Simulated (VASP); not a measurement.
# Os (P6_3/mmc) in VASP: a series of runs, part 2 of 2

VASP 6.6.1. The steps go on from the part before.

## 4. Electric field gradients, PBE

This run uses another cell than the first one, of 13.98 Å³/atom.

Contents of INCAR:

```
  ALGO = Normal
  EDIFF = 1E-8
  ENCUT = 520
  GGA = PE
  ISIF = 2
  ISMEAR = -1
  LASPH = True
  LCHARG = False
  LEFG = True
  LREAL = False
  LWAVE = False
  NBANDS = 15
  NELM = 80
  PREC = Accurate
  SIGMA = 0.05
```

Contents of KPOINTS:

```
k-points
0
Gamma
  15 15 9
```

Contents of POSCAR:

```
Os
1.0
    2.7340999755      0.0000000000      0.0000000000
   -1.3670499878      2.3678000353      0.0000000000
    0.0000000000      0.0000000000      4.3197000000
Os
2
Direct
    0.3333333333      0.6666666667      0.2500000000
    0.6666666667      0.3333333333      0.7500000000
```

Potentials or basis: VASP PAW PBE potentials, release 64 (Os).

The run is started by

```bash
$ cat potpaw_PBE.64/Os/POTCAR > POTCAR
$ mpirun -np 1 vasp_std > vasp.out
```

OUTCAR:

```text
EDIFF = 1E-8
   ENCUT = 520
   GGA = PE
   ISIF = 2
   ISMEAR = -1
   LASPH = True
   LREAL = False
   NELM = 80
   PREC = Accurate

 ion  position               nearest neighbor table
   1  0.333  0.667  0.250-   2 2.68   2 2.68   2 2.68   2 2.68   2 2.68   2 2.68
   2  0.667  0.333  0.750-   1 2.68   1 2.68   1 2.68   1 2.68   1 2.68   1 2.68

  LATTYP: Found a hexagonal cell.
 ALAT       =     2.7340999755
 C/A-ratio  =     1.5799349105

  Lattice vectors:

 A1 = (   2.7340999755,   0.0000000000,   0.0000000000)
 A2 = (  -1.3670499878,   2.3678000353,   0.0000000000)
 A3 = (   0.0000000000,   0.0000000000,   4.3197000000)

Analysis of symmetry for initial positions (statically):
=====================================================================
 Subroutine PRICEL returns:
 Original cell was already a primitive cell.

 Routine SETGRP: Setting up the symmetry group for a
 hexagonal supercell.

 Subroutine GETGRP returns: Found 24 space group operations
 (whereof 12 operations were pure point group operations)
 out of a pool of 24 trial point group operations.

The static configuration has the point symmetry D_3d.
 The point group associated with its full space group is D_6h.

Analysis of symmetry for dynamics (positions and initial velocities):
=====================================================================
 Subroutine PRICEL returns:
 Original cell was already a primitive cell.

 Routine SETGRP: Setting up the symmetry group for a
 hexagonal supercell.

 Subroutine GETGRP returns: Found 24 space group operations
 (whereof 12 operations were pure point group operations)
 out of a pool of 24 trial point group operations.

[... 167 lines left out ...]
     11      11.1647      0.00000
     12      11.1647      0.00000
     13      18.5548      0.00000
     14      23.5089      0.00000
[... 401 lines left out ...]
      2       3.3614      2.00000
      3       3.3978      2.00000
      4       5.4870      2.00000
      5       5.7896      2.00000
      6       6.5366      2.00000
      7       7.8359      2.00000
      8      10.9070      0.00000
      9      11.5121      0.00000
     10      11.7153      0.00000
     11      14.5526      0.00000
     12      15.2190      0.00000
     13      17.7658      0.00000
     14      20.8274      0.00000
     15      23.3466      0.00000

 [... further k-points ...]
[... 5 lines left out ...]
  --------------------------------------------------------------------------------------
  -------------------------------------------------------------------------------------
  Total        1.4682893      1.4682893      1.6041519     -0.0000000     -0.0000000      0.0000000
  in kB       84.1219304     84.1219304     91.9058320     -0.0000000     -0.0000000      0.0000000
  external PRESSURE =      86.7165643 kB  Pullay stress =       0.0000000 kB

 VOLUME and BASIS-vectors are now :
 -----------------------------------------------------------------------------
  energy-cutoff  :      520.00
  volume of cell :       27.96
      direct lattice vectors                 reciprocal lattice vectors
     2.734099975  0.000000000  0.000000000     0.365751073  0.211166481  0.000000000
    -1.367049988  2.367800035  0.000000000     0.000000000  0.422332961  0.000000000
     0.000000000  0.000000000  4.319700000     0.000000000  0.000000000  0.231497558

 POSITION                                       TOTAL-FORCE (eV/Angst)
 -----------------------------------------------------------------------------------
     -0.00000      1.57853      1.07993         0.000000      0.000000      0.000000
      1.36705      0.78927      3.23977        -0.000000      0.000000      0.000000
 -----------------------------------------------------------------------------------
    total drift:                               -0.000000      0.000000     -0.000000

  FREE ENERGIE OF THE ION-ELECTRON SYSTEM (eV)
  ---------------------------------------------------
  free  energy   TOTEN  =       -22.4919976477 eV

  energy  without entropy=      -22.4837501485  energy(sigma->0) =      -22.48787390

 Electric field gradients (V/A^2)
---------------------------------------------------------------------
 ion       V_xx      V_yy      V_zz      V_xy      V_xz      V_yz
---------------------------------------------------------------------
   1      39.494    39.494   -78.989    -0.000     0.000    -0.000
   2      39.494    39.494   -78.989    -0.000    -0.000     0.000
---------------------------------------------------------------------

 Electric field gradients after diagonalization (V/A^2)
 (convention: |V_zz| > |V_xx| > |V_yy|)
----------------------------------------------------------------------
 ion       V_xx      V_yy      V_zz     asymmetry (V_yy - V_xx)/ V_zz
----------------------------------------------------------------------
   1      39.494    39.494   -78.989       0.000
   2      39.494    39.494   -78.989       0.000
----------------------------------------------------------------------

           NMR quadrupolar parameters

 Cq : quadrupolar parameter    Cq=e*Q*V_zz/h
 eta: asymmetry parameters     (V_yy - V_xx)/ V_zz
 Q  : nuclear electric quadrupole moment in mb (millibarn)
----------------------------------------------------------------------
 ion       Cq(MHz)       eta       Q (mb)
----------------------------------------------------------------------
   1      -0.191       0.000       1.000
   2      -0.191       0.000       1.000
----------------------------------------------------------------------
```

It took 74 s on 1 thread of Intel Xeon Platinum 8259CL at 2.50GHz (Skylake/Cascade Lake), shared host; peak memory 0.17 GiB.

What came out:

* Free energy: -22.4920 eV
* Pressure: 8.7 GPa
* Band gap on the k mesh: zero (bands 8 and 9 overlap by 3.82 eV)
* Largest electric field gradient by atom: Os -79.0 V/Å²

Levels at points of the mesh, in eV from the Fermi level:
| k point | band 4 | band 5 | band 6 | band 7 | band 8 | band 9 | band 10 | band 11 | band 12 | band 13 |
| --- | --- | --- | --- | --- | --- | --- | --- | --- | --- | --- |
| (0.00, 0.00, 0.00) | -3.05 | -2.80 | -2.21 | -2.21 | -1.56 | -1.56 | 0.03 | 1.70 | 1.70 | 9.09 |

Electric field gradients, principal values (V/Å²):
| atom | least | middle | greatest (by size) |
| --- | --- | --- | --- |
| 1 Os | 39.494 | 39.494 | -78.989 |
| 2 Os | 39.494 | 39.494 | -78.989 |

Caveat: the cell stands under pressure; without QUAD_EFG the Cq values of the log hold for a quadrupole moment of 1 mb, not for the nuclei; spin-orbit coupling is left out, which moves the levels of the heavy elements.

## 5. Electric field gradients, PBE (14.33 Å³/atom)

This run uses another cell than the first one, of 14.33 Å³/atom.

Contents of INCAR:

```
PREC     = Accurate       # precision mode
ENCUT    = 520            # plane-wave cutoff, eV
EDIFF    = 1E-8           # SCF threshold, eV
ISMEAR   = -1             # smearing method
SIGMA    = 0.05           # smearing width, eV
LREAL    = False          # projectors in reciprocal space
LASPH    = True           # aspherical terms in the spheres
NELM     = 60             # most SCF steps
ALGO     = Normal         # electronic algorithm
ISIF     = 2              # what is computed and relaxed
LWAVE    = False          # write WAVECAR
LCHARG   = False          # write CHGCAR
GGA      = PE             # functional
LEFG     = True         
NBANDS   = 15             # bands
```

Contents of KPOINTS:

```
Automatic mesh
0
Gamma
  15 15 9
```

Contents of POSCAR:

```
Os
1.0
    2.7566968678      0.0000000000      0.0000000000
   -1.3783484340      2.3873695181      0.0000000000
    0.0000000000      0.0000000000      4.3554016190
Os
2
Direct
    0.3333333333      0.6666666667      0.2500000000
    0.6666666667      0.3333333333      0.7500000000
```

Potentials or basis: VASP PAW PBE potentials, release 64 (Os).

The run is started by

```bash
$ cat potpaw_PBE.64/Os/POTCAR > POTCAR
$ mpirun -np 1 vasp_std > vasp.out
```

OUTCAR:

```text
PREC = Accurate
   ENCUT = 520
   EDIFF = 1E-8
   ISMEAR = -1
   LREAL = False
   LASPH = True
   NELM = 60
   ISIF = 2
   GGA = PE

 ion  position               nearest neighbor table
   1  0.333  0.667  0.250-   2 2.70   2 2.70   2 2.70   2 2.70   2 2.70   2 2.70
   2  0.667  0.333  0.750-   1 2.70   1 2.70   1 2.70   1 2.70   1 2.70   1 2.70

  LATTYP: Found a hexagonal cell.
 ALAT       =     2.7566968678
 C/A-ratio  =     1.5799349105

  Lattice vectors:

 A1 = (   2.7566968678,   0.0000000000,   0.0000000000)
 A2 = (  -1.3783484340,   2.3873695181,   0.0000000000)
 A3 = (   0.0000000000,   0.0000000000,   4.3554016190)

Analysis of symmetry for initial positions (statically):
=====================================================================
 Subroutine PRICEL returns:
 Original cell was already a primitive cell.

 Routine SETGRP: Setting up the symmetry group for a
[... 623 lines left out ...]
  energy-cutoff  :      520.00
  volume of cell :       28.66
      direct lattice vectors                 reciprocal lattice vectors
     2.756696868  0.000000000  0.000000000     0.362752979  0.209435530  0.000000000
    -1.378348434  2.387369518  0.000000000     0.000000000  0.418871060  0.000000000
     0.000000000  0.000000000  4.355401619     0.000000000  0.000000000  0.229599951

 POSITION                                       TOTAL-FORCE (eV/Angst)
 -----------------------------------------------------------------------------------
     -0.00000      1.59158      1.08885         0.000000     -0.000000      0.000000
      1.37835      0.79579      3.26655        -0.000000      0.000000      0.000000
 -----------------------------------------------------------------------------------
    total drift:                                0.000000     -0.000000     -0.000000

  FREE ENERGIE OF THE ION-ELECTRON SYSTEM (eV)
  ---------------------------------------------------
  free  energy   TOTEN  =       -22.5070858906 eV

  energy  without entropy=      -22.4984565624  energy(sigma->0) =      -22.50277123

 Electric field gradients (V/A^2)
---------------------------------------------------------------------
 ion       V_xx      V_yy      V_zz      V_xy      V_xz      V_yz
---------------------------------------------------------------------
   1      37.875    37.875   -75.749     0.000     0.000    -0.000
   2      37.875    37.875   -75.749     0.000    -0.000     0.000
---------------------------------------------------------------------

 Electric field gradients after diagonalization (V/A^2)
 (convention: |V_zz| > |V_xx| > |V_yy|)
----------------------------------------------------------------------
 ion       V_xx      V_yy      V_zz     asymmetry (V_yy - V_xx)/ V_zz
----------------------------------------------------------------------
   1      37.875    37.875   -75.749       0.000
   2      37.875    37.875   -75.749       0.000
----------------------------------------------------------------------

           NMR quadrupolar parameters

 Cq : quadrupolar parameter    Cq=e*Q*V_zz/h
 eta: asymmetry parameters     (V_yy - V_xx)/ V_zz
 Q  : nuclear electric quadrupole moment in mb (millibarn)
----------------------------------------------------------------------
 ion       Cq(MHz)       eta       Q (mb)
----------------------------------------------------------------------
   1      -0.183       0.000       1.000
   2      -0.183       0.000       1.000
----------------------------------------------------------------------
```

stdout:

```text
POSCAR found type information on POSCAR Os
 POSCAR found :  1 types and       2 ions
 scaLAPACK will be used
 LDA part: xc-table for (Slater+PW92), standard interpolation
 POSCAR, INCAR and KPOINTS ok, starting setup
 FFT: planning ... GRIDC
 FFT: planning ... GRID_SOFT
 FFT: planning ... GRID
 WAVECAR not read
 entering main loop
ion   1

ion   2
```

It took 72 s on 1 thread of Intel Xeon Platinum 8259CL at 2.50GHz (Skylake/Cascade Lake), shared host; peak memory 0.18 GiB.

What came out:

```yaml
Free_energy: -22.5071 eV
Pressure: -1.8 GPa
Band_gap_on_the_k_mesh: zero (bands 8 and 9 overlap by 3.67 eV)
Largest_electric_field_gradient_by_atom: Os -75.7 V/Å²
```

Electric field gradients, principal values (V/Å²):
```tsv
atom	least	middle	greatest (by size)
1 Os	37.875	37.875	-75.749
2 Os	37.875	37.875	-75.749
```

Caveat: without QUAD_EFG the Cq values of the log hold for a quadrupole moment of 1 mb, not for the nuclei; spin-orbit coupling is left out, which moves the levels of the heavy elements.

## 6. Electric field gradients, PBE (14.68 Å³/atom)

This run uses another cell than the first one, of 14.68 Å³/atom.

Contents of INCAR:

```
SYSTEM = Os
PREC = Accurate
ENCUT = 520
EDIFF = 1E-8
ISMEAR = -1
SIGMA = 0.05
LREAL = .FALSE.
LASPH = .TRUE.
NELM = 100
ALGO = Normal
ISIF = 2
LWAVE = .FALSE.
LCHARG = .FALSE.
GGA = PE
LEFG = .TRUE.
NBANDS = 15
```

Contents of KPOINTS:

```
Automatic mesh
0
G
  15 15 9
  0 0 0
```

Contents of POSCAR:

```
Os
1.0
    2.7789292543      0.0000000000      0.0000000000
   -1.3894646272      2.4066233296      0.0000000000
    0.0000000000      0.0000000000      4.3905273425
Os
2
Direct
    0.3333333333      0.6666666667      0.2500000000
    0.6666666667      0.3333333333      0.7500000000
```

Potentials or basis: VASP PAW PBE potentials, release 64 (Os).

The run is started by

```bash
$ cat potpaw_PBE.64/Os/POTCAR > POTCAR
$ mpirun -np 1 vasp_std > vasp.out
```

OUTCAR:

```text
SYSTEM = Os
   PREC = Accurate
   ENCUT = 520
   EDIFF = 1E-8
   ISMEAR = -1
   LREAL = .FALSE.
   LASPH = .TRUE.
   NELM = 100
   ISIF = 2
   GGA = PE

 ion  position               nearest neighbor table
   1  0.333  0.667  0.250-   2 2.72   2 2.72   2 2.72   2 2.72   2 2.72   2 2.72
   2  0.667  0.333  0.750-   1 2.72   1 2.72   1 2.72   1 2.72   1 2.72   1 2.72

  LATTYP: Found a hexagonal cell.
 ALAT       =     2.7789292543
 C/A-ratio  =     1.5799349104

  Lattice vectors:

 A1 = (   2.7789292543,   0.0000000000,   0.0000000000)
 A2 = (  -1.3894646272,   2.4066233296,   0.0000000000)
 A3 = (   0.0000000000,   0.0000000000,   4.3905273425)

Analysis of symmetry for initial positions (statically):
=====================================================================
 Subroutine PRICEL returns:
 Original cell was already a primitive cell.

 Routine SETGRP: Setting up the symmetry group for a
 hexagonal supercell.

 Subroutine GETGRP returns: Found 24 space group operations
 (whereof 12 operations were pure point group operations)
 out of a pool of 24 trial point group operations.

The static configuration has the point symmetry D_3d.
 The point group associated with its full space group is D_6h.

Analysis of symmetry for dynamics (positions and initial velocities):
=====================================================================
 Subroutine PRICEL returns:
 Original cell was already a primitive cell.

 Routine SETGRP: Setting up the symmetry group for a
 hexagonal supercell.

 Subroutine GETGRP returns: Found 24 space group operations
 (whereof 12 operations were pure point group operations)
 out of a pool of 24 trial point group operations.

[... 169 lines left out ...]
     12      10.3127      0.00000
     13      17.2524      0.00000
     14      22.7934      0.00000
[... 401 lines left out ...]
      2       2.9921      2.00000
      3       3.0336      2.00000
      4       4.9733      2.00000
      5       5.3102      2.00000
      6       5.9914      2.00000
      7       7.2148      2.00000
      8      10.0660      0.00000
      9      10.6207      0.00000
     10      10.8078      0.00000
     11      13.5038      0.00000
     12      14.1222      0.00000
     13      16.7216      0.00000
     14      19.6108      0.00000
     15      21.9663      0.00000

 [... further k-points ...]
[... 5 lines left out ...]
  --------------------------------------------------------------------------------------
  -------------------------------------------------------------------------------------
  Total       -1.9436319     -1.9436319     -2.0435082      0.0000000     -0.0000000      0.0000000
  in kB     -106.0528393   -106.0528393   -111.5025187      0.0000000     -0.0000000      0.0000000
  external PRESSURE =    -107.8693991 kB  Pullay stress =       0.0000000 kB

 VOLUME and BASIS-vectors are now :
 -----------------------------------------------------------------------------
  energy-cutoff  :      520.00
  volume of cell :       29.36
      direct lattice vectors                 reciprocal lattice vectors
     2.778929254  0.000000000  0.000000000     0.359850830  0.207759974  0.000000000
    -1.389464627  2.406623330  0.000000000     0.000000000  0.415519948  0.000000000
     0.000000000  0.000000000  4.390527343     0.000000000  0.000000000  0.227763073

 POSITION                                       TOTAL-FORCE (eV/Angst)
 -----------------------------------------------------------------------------------
     -0.00000      1.60442      1.09763        -0.000000      0.000000      0.000000
      1.38946      0.80221      3.29290         0.000000      0.000000      0.000000
 -----------------------------------------------------------------------------------
    total drift:                               -0.000000      0.000000     -0.000000

  FREE ENERGIE OF THE ION-ELECTRON SYSTEM (eV)
  ---------------------------------------------------
  free  energy   TOTEN  =       -22.4798302217 eV

  energy  without entropy=      -22.4708082958  energy(sigma->0) =      -22.47531926

 Electric field gradients (V/A^2)
---------------------------------------------------------------------
 ion       V_xx      V_yy      V_zz      V_xy      V_xz      V_yz
---------------------------------------------------------------------
   1      36.300    36.300   -72.599    -0.000     0.000    -0.000
   2      36.300    36.300   -72.599    -0.000    -0.000     0.000
---------------------------------------------------------------------

 Electric field gradients after diagonalization (V/A^2)
 (convention: |V_zz| > |V_xx| > |V_yy|)
----------------------------------------------------------------------
 ion       V_xx      V_yy      V_zz     asymmetry (V_yy - V_xx)/ V_zz
----------------------------------------------------------------------
   1      36.300    36.300   -72.599       0.000
   2      36.300    36.300   -72.599       0.000
----------------------------------------------------------------------

           NMR quadrupolar parameters

 Cq : quadrupolar parameter    Cq=e*Q*V_zz/h
 eta: asymmetry parameters     (V_yy - V_xx)/ V_zz
 Q  : nuclear electric quadrupole moment in mb (millibarn)
----------------------------------------------------------------------
 ion       Cq(MHz)       eta       Q (mb)
----------------------------------------------------------------------
   1      -0.176       0.000       1.000
   2      -0.176       0.000       1.000
----------------------------------------------------------------------
```

It took 78 s on 1 thread of Intel Xeon Platinum 8259CL at 2.50GHz (Skylake/Cascade Lake), shared host; peak memory 0.18 GiB.

Results:

```yaml
Free_energy: -22.4798 eV
Pressure: -10.8 GPa
Band_gap_on_the_k_mesh: zero (bands 8 and 9 overlap by 3.53 eV)
Largest_electric_field_gradient_by_atom: Os -72.6 V/Å²
```

Stress tensor (GPa, compression positive):
```
-10.61   0.00   0.00
  0.00 -10.61   0.00
  0.00   0.00 -11.15
```

Electric field gradients, principal values (V/Å²):
| atom | least | middle | greatest (by size) |
| --- | --- | --- | --- |
| 1 Os | 36.300 | 36.300 | -72.599 |
| 2 Os | 36.300 | 36.300 | -72.599 |

Caveat: the cell stands under tension; without QUAD_EFG the Cq values of the log hold for a quadrupole moment of 1 mb, not for the nuclei; spin-orbit coupling is left out, which moves the levels of the heavy elements.

## 7. The runs side by side

```csv
cell,gap on the mesh (eV),pressure (GPa)
"a = 2.711, b = 2.711, c = 4.283 Å, angles 90.0, 90.0, 120.0°, 2 atoms",none,20.7
"a = 2.734, b = 2.734, c = 4.320 Å, angles 90.0, 90.0, 120.0°, 2 atoms",none,8.7
"a = 2.757, b = 2.757, c = 4.355 Å, angles 90.0, 90.0, 120.0°, 2 atoms",none,-1.8
"a = 2.779, b = 2.779, c = 4.391 Å, angles 90.0, 90.0, 120.0°, 2 atoms",none,-10.8
```

Alike in all rows: task electric field gradients; level PBE; potentials or basis VASP PAW PBE potentials, release 64 (Os); no spin polarisation; k mesh 15 × 15 × 9; cutoff (eV) 520; smearing fermi-dirac 0.05 eV.

Caveats: spin-orbit coupling is left out, which moves the levels of the heavy elements; the cell stands under pressure (at least some runs); the cell stands under tension (at least some runs).

Absolute energies hang on the potentials; compare differences alone.
